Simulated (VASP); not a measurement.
# Li (P6_3/mmc) in VASP: notebook

Runs on Li. Level: PBEsol. Tasks: single point.

Program: VASP 6.6.1. These are calculated values, not measurements. Logs are shortened: lines on timing, memory, paths and dates and some standing lists are left out, and cuts for length are marked.

## Step 1: The cell of the first run

It takes space group P6_3/mmc (No. 194, hexagonal). Conventional cell: a = 3.018 Å, b = 3.018 Å, c = 5.093 Å, α = 90.00°, β = 90.00°, γ = 120.00°. Li (site symmetry -6m2) has 12 Li at 3.02 to 3.09 Å within 4.0 Å.

## Step 2: Single point, PBEsol (equal xx and yy strain of -3 %)

Contents of INCAR:

```
PREC     = Accurate       # precision mode
ENCUT    = 520            # plane-wave cutoff, eV
EDIFF    = 1E-6           # SCF threshold, eV
ISMEAR   = -1             # smearing method
SIGMA    = 0.08           # smearing width, eV
LREAL    = False          # projectors in reciprocal space
LASPH    = True           # aspherical terms in the spheres
NELM     = 60             # most SCF steps
ALGO     = Normal         # electronic algorithm
ISIF     = 2              # what is computed and relaxed
LWAVE    = False          # write WAVECAR
LCHARG   = False          # write CHGCAR
GGA      = PS             # functional
NBANDS   = 10             # bands
```

Contents of KPOINTS:

```
regular mesh
0
Gamma
  15 15 8
```

Contents of POSCAR:

```
Li
1.0
    3.0176720870      0.0000000000      0.0000000000
   -1.5088360435      2.6133806877      0.0000000000
    0.0000000000      0.0000000000      5.0930000000
Li
2
Direct
    0.3333333333      0.6666666667      0.2500000000
    0.6666666667      0.3333333333      0.7500000000
```

Potentials or basis: VASP PAW PBE potentials, release 64 (Li_sv).

Run with:

```
> cat potpaw_PBE.64/Li_sv/POTCAR > POTCAR
> mpirun -np 1 vasp_std > vasp.out
```

OUTCAR:

```text
PREC = Accurate
   ENCUT = 520
   EDIFF = 1E-6
   ISMEAR = -1
   LREAL = False
   LASPH = True
   NELM = 60
   ISIF = 2
   GGA = PS

 ion  position               nearest neighbor table
   1  0.333  0.667  0.250-
   2  0.667  0.333  0.750-

  LATTYP: Found a hexagonal cell.
 ALAT       =     3.0176720870
 C/A-ratio  =     1.6877247935

  Lattice vectors:

 A1 = (   3.0176720870,   0.0000000000,   0.0000000000)
 A2 = (  -1.5088360435,   2.6133806877,   0.0000000000)
 A3 = (   0.0000000000,   0.0000000000,   5.0930000000)

Analysis of symmetry for initial positions (statically):
=====================================================================
 Subroutine PRICEL returns:
 Original cell was already a primitive cell.

 Routine SETGRP: Setting up the symmetry group for a
 hexagonal supercell.

 Subroutine GETGRP returns: Found 24 space group operations
 (whereof 12 operations were pure point group operations)
 out of a pool of 24 trial point group operations.

The static configuration has the point symmetry D_3d.
 The point group associated with its full space group is D_6h.

Analysis of symmetry for dynamics (positions and initial velocities):
=====================================================================
 Subroutine PRICEL returns:
 Original cell was already a primitive cell.

 Routine SETGRP: Setting up the symmetry group for a
 hexagonal supercell.

 Subroutine GETGRP returns: Found 24 space group operations
 (whereof 12 operations were pure point group operations)
 out of a pool of 24 trial point group operations.

The dynamic configuration has the point symmetry D_3d.
 The point group associated with its full space group is D_6h.

 Subroutine INISYM returns: Found 24 space group operations
 (whereof 12 operations are pure point group operations),
 and found     1 'primitive' translations

----------------------------------------------------------------------------------------

                                     Primitive cell

  volume of cell :      40.1651

  direct lattice vectors                    reciprocal lattice vectors
     3.017672087  0.000000000  0.000000000     0.331381267  0.191323064  0.000000000
    -1.508836043  2.613380688  0.000000000     0.000000000  0.382646128  0.000000000
     0.000000000  0.000000000  5.093000000     0.000000000  0.000000000  0.196347929

  length of vectors
[... 85 lines left out ...]
   NSW    =      0    number of steps for IOM
   IBRION =     -1    ionic relax: 0-MD 1-quasi-New 2-CG
   NFREE  =      0    steps in history (QN), initial steepest desc. (CG)
   ISIF   =      2    stress and relaxation
   ISYM   =      2    0-nonsym 1-usesym 2-fastsym
   POTIM  = 0.5000    time-step for ionic-motion
   TEBEG  =    0.0;   TEEND  =   0.0 temperature during run
   PSTRESS=    0.0 pullay stress
   NELECT =       6.0000    total number of electrons
   NUPDOWN=      -1.0000    fix difference up-down
   EMIN   =  10.00;   EMAX   =-10.00  energy-range for DOS
   EFERMI =   0.00;   METHOD = LEGACY
   ISMEAR =    -1;   SIGMA  =   0.08  broadening in eV -4-tet -1-fermi 0-gaus
   EFERMI_NEDOS =   21; number of points for ismear=-14 and -15
   IALGO  =     38    algorithm
   IMIX   =      4    mixing-type and parameters
     AMIX     =   0.40;   BMIX     =  1.00
     AMIX_MAG =   1.60;   BMIX_MAG =  1.00
  volume/ion in A,a.u.               =      20.08       135.52
  Fermi-wavevector in a.u.,A,eV,Ry     =   0.868645  1.641501 10.266202  0.754545
  Thomas-Fermi vector in A             =   1.987353
   LORBIT       =      0    0 simple, 1 ext, 2 COOP (PROOUT), +10 PAW based schemes
   GGA     = PS    functional components
   LHFCALC =     F    Hartree Fock is set to
   AEXX    =    0.0000 exact exchange contribution
   IVDW    =     0    specifies the selected vdW correction
   LEPSILON=     F    determine dielectric tensor
   LRPA    =     F    only Hartree local field effects (RPA)
 non-spin polarized calculation
  energy-cutoff  :      520.00
  volume of cell :       40.17
 maximum number of plane-waves:      1111
 NGX is ok and might be reduce to    24
   NGX = 11   NGY = 11   NGZ = 19

 number of electron       6.0000011 magnetization

 Free energy of the ion-electron system (eV)
  ---------------------------------------------------
  ext. energy  EPLUGINS =         0.00000000
  ---------------------------------------------------
  free energy    TOTEN  =        -3.94227660 eV

  energy without entropy =       -3.92128470  energy(sigma->0) =       -3.93178065

 E-fermi :   0.6616     XC(G=0):  -7.0403

 val. band max:        0.6365908621   @ k =   0.2667   0.2667   0.1250
 cond. band min:       0.6719450995   @ k =   0.4667   0.0000   0.2500
 fundamental gap:      0.0353542374
 Fermi energy:         0.6616305333

 k-point     1 :       0.0000    0.0000    0.0000
  band No.  band energies     occupation
      1     -45.2474      2.00000
      2     -45.2301      2.00000
      3      -2.9141      2.00000
      4       0.4574      1.85558
      5       3.3569      0.00000
      6      13.5981      0.00000
      7      13.5981      0.00000
      8      14.6363      0.00000
      9      14.9355      0.00000
     10      14.9355      0.00000
[... 287 lines left out ...]
 k-point    24 :       0.4000    0.2000    0.0000
  band No.  band energies     occupation
      1     -45.2244      2.00000
      2     -45.2209      2.00000
      3       1.2428      0.00140
      4       2.2537      0.00000
      5       5.1091      0.00000
      6       5.9694      0.00000
      7       6.7862      0.00000
      8       6.9984      0.00000
      9      10.8078      0.00000
     10      11.1282      0.00000

 [... further k-points ...]

------------------------ aborting loop because EDIFF is reached ----------------------------------------

  FORCE on cell =-STRESS in cart. coord.  units (eV):
  Direction    XX          YY          ZZ          XY          YZ          ZX
  --------------------------------------------------------------------------------------
  -------------------------------------------------------------------------------------
  Total        0.0585239      0.0585239     -0.1157316     -0.0000000     -0.0000000      0.0000000
  in kB        2.3345104      2.3345104     -4.6165120     -0.0000000     -0.0000000      0.0000000
  external PRESSURE =       0.0175029 kB  Pullay stress =       0.0000000 kB

 VOLUME and BASIS-vectors are now :
 -----------------------------------------------------------------------------
  energy-cutoff  :      520.00
  volume of cell :       40.17
      direct lattice vectors                 reciprocal lattice vectors
     3.017672087  0.000000000  0.000000000     0.331381267  0.191323064  0.000000000
    -1.508836043  2.613380688  0.000000000     0.000000000  0.382646128  0.000000000
     0.000000000  0.000000000  5.093000000     0.000000000  0.000000000  0.196347929

 POSITION                                       TOTAL-FORCE (eV/Angst)
 -----------------------------------------------------------------------------------
     -0.00000      1.74225      1.27325        -0.000000      0.000000      0.000000
      1.50884      0.87113      3.81975         0.000000     -0.000000      0.000000
 -----------------------------------------------------------------------------------
    total drift:                               -0.000000      0.000000      0.000000

  FREE ENERGIE OF THE ION-ELECTRON SYSTEM (eV)
  ---------------------------------------------------
  free  energy   TOTEN  =        -3.9422765962 eV

  energy  without entropy=       -3.9212846960  energy(sigma->0) =       -3.93178065
```

OSZICAR:

```text
N       E                     dE             d eps       ncg     rms          rms(c)
DAV:   1     0.176949011425E+02    0.17695E+02   -0.32917E+03  2708   0.574E+02
DAV:   2    -0.125191737032E+01   -0.18947E+02   -0.18381E+02  3408   0.111E+02
DAV:   3    -0.389334941856E+01   -0.26414E+01   -0.26239E+01  4438   0.322E+01
DAV:   4    -0.394651974363E+01   -0.53170E-01   -0.53066E-01  3548   0.463E+00
DAV:   5    -0.394717477304E+01   -0.65503E-03   -0.65432E-03  3616   0.464E-01    0.484E-01
DAV:   6    -0.394369201206E+01    0.34828E-02   -0.12600E-03  4206   0.184E-01    0.270E-01
DAV:   7    -0.394223063419E+01    0.14614E-02   -0.28605E-03  3964   0.291E-01    0.372E-02
DAV:   8    -0.394228073057E+01   -0.50096E-04   -0.50820E-04  3470   0.136E-01    0.885E-03
DAV:   9    -0.394227752975E+01    0.32008E-05   -0.51096E-06  3692   0.169E-02    0.123E-03
DAV:  10    -0.394227659625E+01    0.93350E-06   -0.24020E-07  2146   0.460E-03
   1 F= -.39422766E+01 E0= -.39317806E+01  d E =-.209919E-01
```

It took 48 s on 1 thread of Intel Xeon 8259CL, shared host; peak memory 0.17 GiB.

Results:

```
Free energy            : -3.9423 eV
Band gap on the k mesh : zero (band 3 reaches 2.92 eV, above the bottom of band 4 at -1.85 eV)
```

Caveat: the cell differs from its parent crystal (equal xx and yy strain of -3 %); the cutoff is under 1.25 times the usual one of these potentials, so pressure, stress and relaxed cells hold a basis-set (Pulay) error; the PAW data sets were made with another functional, which shifts forces and pressure a little.

## Step 3: Single point, PBEsol (equal xx and yy strain of -2 %)

Contents of INCAR:

```
SYSTEM = Li
PREC = Accurate ; ENCUT = 520
EDIFF = 1E-6 ; ISMEAR = -1
SIGMA = 0.08 ; LREAL = .FALSE.
LASPH = .TRUE. ; NELM = 100
ALGO = Normal ; ISIF = 2
LWAVE = .FALSE. ; LCHARG = .TRUE.
GGA = PS ; LELF = .TRUE.
LVHAR = .TRUE. ; NBANDS = 10
```

Contents of KPOINTS:

```
Automatic mesh
0
G
  15 15 8
  0 0 0
```

Contents of POSCAR:

```
Li
1.0
    3.0487821086      0.0000000000      0.0000000000
   -1.5243910543      2.6403227566      0.0000000000
    0.0000000000      0.0000000000      5.0930000000
Li
2
Direct
    0.3333333333      0.6666666667      0.2500000000
    0.6666666667      0.3333333333      0.7500000000
```

Potentials or basis: VASP PAW PBE potentials, release 64 (Li_sv).

Run with:

```
> cat potpaw_PBE.64/Li_sv/POTCAR > POTCAR
> mpirun -np 1 vasp_std > vasp.out
```

Run time: 49 s. Hardware: 1 thread of Intel Xeon 8259CL, shared host; peak memory 0.18 GiB.

The run converged. Its results:

```yaml
Free_energy: -3.9432 eV
Band_gap_on_the_k_mesh: zero (band 3 reaches 2.81 eV, above the bottom of band 4 at -1.87 eV)
```

Levels at points of the mesh, in eV from the Fermi level:
| k point | band 1 | band 2 | band 3 | band 4 | band 5 | band 6 |
| --- | --- | --- | --- | --- | --- | --- |
| (0.00, 0.00, 0.00) | -45.94 | -45.92 | -3.55 | -0.14 | 2.71 | 12.64 |
| (0.00, 0.00, 0.50) | -45.93 | -45.93 | -2.47 | -2.47 | 7.57 | 7.57 |

Caveat: the cell differs from its parent crystal (equal xx and yy strain of -2 %); the cutoff is under 1.25 times the usual one of these potentials, so pressure, stress and relaxed cells hold a basis-set (Pulay) error; the PAW data sets were made with another functional, which shifts forces and pressure a little.

## Step 4: Single point, PBEsol (equal xx and yy strain of -1 %)

Contents of INCAR:

```
SYSTEM = Li
ALGO     = Normal         ! electronic algorithm
EDIFF    = 1E-6           ! SCF threshold, eV
ENCUT    = 520            ! plane-wave cutoff, eV
GGA      = PS             ! functional
ISIF     = 2              ! what is computed and relaxed
ISMEAR   = -1             ! smearing method
LASPH    = .TRUE.         ! aspherical terms in the spheres
LCHARG   = .TRUE.         ! write CHGCAR
LELF     = .TRUE.         ! ELF
LREAL    = .FALSE.        ! projectors in reciprocal space
LVHAR    = .TRUE.       
LWAVE    = .FALSE.        ! write WAVECAR
NBANDS   = 10             ! bands
NELM     = 60             ! most SCF steps
PREC     = Accurate       ! precision mode
SIGMA    = 0.08           ! smearing width, eV
```

Contents of KPOINTS:

```
k-points
0
G
  15 15 8
  0 0 0
```

Contents of POSCAR:

```
Li
1.0
    3.0798921301      0.0000000000      0.0000000000
   -1.5399460650      2.6672648256      0.0000000000
    0.0000000000      0.0000000000      5.0930000000
Li
2
Direct
    0.3333333333      0.6666666667      0.2500000000
    0.6666666667      0.3333333333      0.7500000000
```

Run with:

```
> cat potpaw_PBE.64/Li_sv/POTCAR > POTCAR
> mpirun -np 1 vasp_std > vasp.out
```

Run time: 48 s. Hardware: 1 thread of Intel Xeon 8259CL, shared host; peak memory 0.17 GiB.

Results (log left out):

```
Free energy            : -3.9424 eV
Band gap on the k mesh : zero (band 3 reaches 2.70 eV, above the bottom of band 4 at -1.89 eV)
```

Levels at points of the mesh, in eV from the Fermi level:
| k point | band 1 | band 2 | band 3 | band 4 | band 5 | band 6 | band 7 |
| --- | --- | --- | --- | --- | --- | --- | --- |
| (0.00, 0.00, 0.00) | -45.97 | -45.96 | -3.52 | -0.07 | 2.73 | 12.34 | 12.34 |
| (0.00, 0.00, 0.50) | -45.96 | -45.96 | -2.44 | -2.44 | 7.61 | 7.61 | 13.21 |

Caveat: the cell differs from its parent crystal (equal xx and yy strain of -1 %); the cutoff is under 1.25 times the usual one of these potentials, so pressure, stress and relaxed cells hold a basis-set (Pulay) error; the PAW data sets were made with another functional, which shifts forces and pressure a little.

## Step 5: Single point, PBEsol (equal xx and yy strain of +1 %)

Contents of INCAR:

```
PREC = Accurate ; ENCUT = 520
EDIFF = 1E-7 ; ISMEAR = -1
SIGMA = 0.08 ; LREAL = F
LASPH = T ; NELM = 100
ALGO = Normal ; ISIF = 2
LWAVE = F ; LCHARG = T
GGA = PS ; LELF = T
LVHAR = T ; NBANDS = 10
```

Contents of KPOINTS:

```
regular mesh
0
Gamma
  15 15 8
```

Contents of POSCAR:

```
Li
1.0
    3.1421121731      0.0000000000      0.0000000000
   -1.5710560866      2.7211489634      0.0000000000
    0.0000000000      0.0000000000      5.0930000000
Li
2
Direct
    0.3333333333      0.6666666667      0.2500000000
    0.6666666667      0.3333333333      0.7500000000
```

Run with:

```
> cat potpaw_PBE.64/Li_sv/POTCAR > POTCAR
> mpirun -np 1 vasp_std > vasp.out
```

Run time: 52 s. Hardware: 1 thread of Intel Xeon 8259CL, shared host; peak memory 0.18 GiB.

Results (log left out):

* Free energy: -3.9359 eV
* Band gap on the k mesh: zero (band 3 reaches 2.50 eV, above the bottom of band 4 at -1.93 eV)

Levels at points of the mesh, in eV from the Fermi level:
| k point | band 1 | band 2 | band 3 | band 4 | band 5 | band 6 |
| --- | --- | --- | --- | --- | --- | --- |
| (0.00, 0.00, 0.00) | -46.04 | -46.02 | -3.46 | 0.05 | 2.77 | 11.79 |
| (0.00, 0.00, 0.50) | -46.03 | -46.03 | -2.37 | -2.37 | 7.70 | 7.70 |

Caveat: the cell differs from its parent crystal (equal xx and yy strain of +1 %); the cutoff is under 1.25 times the usual one of these potentials, so pressure, stress and relaxed cells hold a basis-set (Pulay) error; the PAW data sets were made with another functional, which shifts forces and pressure a little.

## Step 6: Summary

| cell | gap on the mesh (eV) |
| --- | --- |
| a = 3.018, b = 3.018, c = 5.093 Å, angles 90.0, 90.0, 120.0°, 2 atoms | none |
| a = 3.049, b = 3.049, c = 5.093 Å, angles 90.0, 90.0, 120.0°, 2 atoms | none |
| a = 3.080, b = 3.080, c = 5.093 Å, angles 90.0, 90.0, 120.0°, 2 atoms | none |
| a = 3.142, b = 3.142, c = 5.093 Å, angles 90.0, 90.0, 120.0°, 2 atoms | none |

Alike in all rows: task single point; level PBEsol; potentials or basis VASP PAW PBE potentials, release 64 (Li_sv); no spin polarisation; k mesh 15 × 15 × 8; cutoff (eV) 520; smearing fermi-dirac 0.08 eV.

Caveats: the cutoff is under 1.25 times the usual one of these potentials, so pressure, stress and relaxed cells hold a basis-set (Pulay) error; the PAW data sets were made with another functional, which shifts forces and pressure a little.

Absolute energies hang on the potentials; compare differences alone.
